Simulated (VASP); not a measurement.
Write the native input for VASP 6.6.1 that does the following.

- Task: relaxation of cell and atoms
- Functional: r2SCAN
- Potentials or basis: VASP PAW PBE potentials, release 64 (Pd)
- Cutoff: 600 eV
- k mesh: 8 × 8 × 8
- Occupations: fermi-dirac, width 0.05 eV
- Spin: no spin polarisation
- Dipole correction: no
- Further INCAR settings: ALGO = Normal; EDIFF = 1e-06; IBRION = 2; EDIFFG = -0.03; NSW = 80; ISIF = 3

Crystal: Pd.

```
Pd
1.0
     0.00000    1.94650    1.94650
     1.94650    0.00000    1.94650
     1.94650    1.94650    0.00000
Pd
1
Direct
  0.00000 0.00000 0.00000
```

The input as run:

POSCAR

```
Pd
1.0
    0.0000000000      1.9465000000      1.9465000000
    1.9465000000      0.0000000000      1.9465000000
    1.9465000000      1.9465000000      0.0000000000
Pd
1
Direct
    0.0000000000      0.0000000000      0.0000000000
```

INCAR.step1

```
ALGO     = Normal         # electronic algorithm
EDIFF    = 1E-4           # SCF threshold, eV
ENCUT    = 600            # plane-wave cutoff, eV
GGA      = PE             # functional
ISMEAR   = -1             # smearing method
LASPH    = True           # aspherical terms in the spheres
LCHARG   = False          # write CHGCAR
LREAL    = False          # projectors in reciprocal space
LWAVE    = True           # write WAVECAR
NELM     = 60             # most SCF steps
PREC     = Accurate       # precision mode
SIGMA    = 0.05           # smearing width, eV
```

INCAR.step2

```
ALGO     = Normal         # electronic algorithm
EDIFF    = 1E-6           # SCF threshold, eV
EDIFFG   = -0.03          # ionic threshold
ENCUT    = 600            # plane-wave cutoff, eV
IBRION   = 2              # ionic algorithm
ISIF     = 3              # what is computed and relaxed
ISMEAR   = -1             # smearing method
ISTART   = 1            
LASPH    = True           # aspherical terms in the spheres
LCHARG   = False          # write CHGCAR
LMIXTAU  = True         
LREAL    = False          # projectors in reciprocal space
LWAVE    = False          # write WAVECAR
METAGGA  = R2SCAN         # meta-GGA
NELM     = 60             # most SCF steps
NSW      = 80             # ionic steps
PREC     = Accurate       # precision mode
SIGMA    = 0.05           # smearing width, eV
```

KPOINTS

```
k-points
0
Gamma
  8 8 8
```

Potentials or basis: VASP PAW PBE potentials, release 64 (Pd).

Command:

```bash
$ cat potpaw_PBE.64/Pd/POTCAR > POTCAR
$ cp INCAR.step1 INCAR
$ mpirun -np 1 vasp_std > vasp.out
$ cp INCAR.step2 INCAR
$ mpirun -np 1 vasp_std > vasp.out
```

Results of the run:

```
Relaxed volume                        : 15.04 Å³/atom
Relaxed cell                          : a = 2.771 Å, b = 2.771 Å, c = 2.771 Å, α = 60.00°, β = 60.00°, γ = 60.00°
Space group after relaxing (to 0.1 Å) : Fm-3m (No. 225)
Energy gained by relaxing             : 3.2 meV/atom
Ionic steps                           : 3
Pressure after relaxing               : 0.0 GPa
Band gap on the k mesh                : zero (bands 5 and 6 overlap by 1.63 eV)
```

Caveat: the PAW data sets were made with another functional, which shifts forces and pressure a little.

It took 32 s on 1 thread of AMD EPYC 9R45 96-Core Processor (Zen 5), with other jobs on the host, peak memory 0.12 GiB.
